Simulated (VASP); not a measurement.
Here is a VASP 6.6.1 calculation.

File INCAR:

```
ALGO = Normal
EDIFF = 1E-6
ENCUT = 520
GGA = PE
ISIF = 2
ISMEAR = 0
LASPH = True
LCHARG = True
LELF = True
LREAL = False
LVHAR = True
LWAVE = False
NBANDS = 16
NELM = 100
PREC = Accurate
SIGMA = 0.1
```

The input KPOINTS:

```
k-points
0
Gamma
  6 6 2
```

POSCAR

```
Si3C
1.0
    2.7434356100      0.0000000000      0.0000000000
    0.0000000000      2.7434356100      0.0000000000
    0.0000000000      0.0000000000      7.7596076900
Si C
3 1
Direct
    0.0000000000      0.0000000000      0.7500000000
    0.5000000000      0.5000000000      0.5000000000
    0.0000000000      0.0000000000      0.2500000000
    0.5000000000      0.5000000000      0.0000000000
```

Potentials or basis: VASP PAW PBE potentials, release 64 (Si, C).

Launch:

```sh
$ cat potpaw_PBE.64/Si/POTCAR potpaw_PBE.64/C/POTCAR > POTCAR
$ mpirun -np 1 vasp_std > vasp.out
```

Problem. Predict the pressure.

Solution. -10.6 GPa.

Problem. What does it give for the largest force?

Solution. 1.034 eV/Å.

Problem. Predict the band gap on the k mesh.

Solution. Zero (band 8 reaches 11.21 eV, above the bottom of band 9 at 5.48 eV).

Forces on the atoms (eV/Å):
```
Si   0.000  0.000  1.034
Si   0.000  0.000  0.000
Si   0.000  0.000 -1.034
C    0.000  0.000  0.000
```

Caveat: the k points lie up to 0.40 Å⁻¹ apart; forces of over 1 eV/Å act on the atoms, so gaps and moduli don't describe the material at rest.
